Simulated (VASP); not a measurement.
Set up this calculation in VASP 6.6.1, as the native input.

```
Task                               : single point
Functional                         : PBE0
Potentials or basis                : VASP PAW PBE potentials, release 64 (N)
Cutoff                             : 520 eV
k mesh                             : 4 × 4 × 3
Occupations                        : fermi-dirac, width 0.05 eV
Spin                               : no spin polarisation
Dipole correction                  : no
Grid for exact exchange (PRECFOCK) : Normal
Further INCAR settings             : ALGO = Normal; EDIFF = 1e-06; NBANDS = 18
Share of exact exchange            : 0.25
```

Crystal: N.

```
N
1.0
     4.08406    0.00000    0.00000
     0.00000    4.08406    0.00000
     0.00000    0.00000    5.34591
N
4
Direct
  0.40428 0.59572 0.50000
  0.09572 0.09572 0.00000
  0.59572 0.40428 0.50000
  0.90428 0.90428 0.00000
```

One way to write it, as run:

POSCAR

```
N
1.0
    4.0840619700      0.0000000000      0.0000000000
    0.0000000000      4.0840619700      0.0000000000
    0.0000000000      0.0000000000      5.3459132500
N
4
Direct
    0.4042752000      0.5957248000      0.5000000000
    0.0957248000      0.0957248000      0.0000000000
    0.5957248000      0.4042752000      0.5000000000
    0.9042752000      0.9042752000      0.0000000000
```

INCAR.step1

```
PREC = Accurate
ENCUT = 520
EDIFF = 1E-5
ISMEAR = -1
SIGMA = 0.05
LREAL = False
LASPH = True
NELM = 100
ALGO = Normal
ISIF = 2
LWAVE = True
LCHARG = False
GGA = PE
NBANDS = 18
```

INCAR.step2

```
PREC = Accurate
ENCUT = 520
EDIFF = 1E-6
ISMEAR = -1
SIGMA = 0.05
LREAL = False
LASPH = True
NELM = 100
ALGO = Normal
ISIF = 2
LWAVE = False
LCHARG = False
GGA = PE
LHFCALC = True
AEXX = 0.25
PRECFOCK = Normal
ISTART = 1
NBANDS = 18
```

KPOINTS

```
Automatic mesh
0
Gamma
  4 4 3
```

Potentials or basis: VASP PAW PBE potentials, release 64 (N).

Run with:

```sh
$ cat potpaw_PBE.64/N/POTCAR > POTCAR
$ cp INCAR.step1 INCAR
$ mpirun -np 1 vasp_std > vasp.out
$ cp INCAR.step2 INCAR
$ mpirun -np 1 vasp_std > vasp.out
```

It gave:

| Property | Result |
| --- | --- |
| Pressure | -0.6 GPa |
| Largest force | 0.635 eV/Å |
| Band gap on the k mesh | 9.97 eV (least direct gap 10.18 eV) |

Caveat: the standard files for N, O and F lose accuracy on very short bonds; this functional lacks dispersion, which holds the molecules together, so the pressure and a relaxed volume are unreliable; the PAW data sets were made with another functional, which shifts forces and pressure a little.

Run time: 7.7 min on 1 thread of AMD EPYC 7R13 Processor (Zen 3) (shared host), peak memory 0.17 GiB.
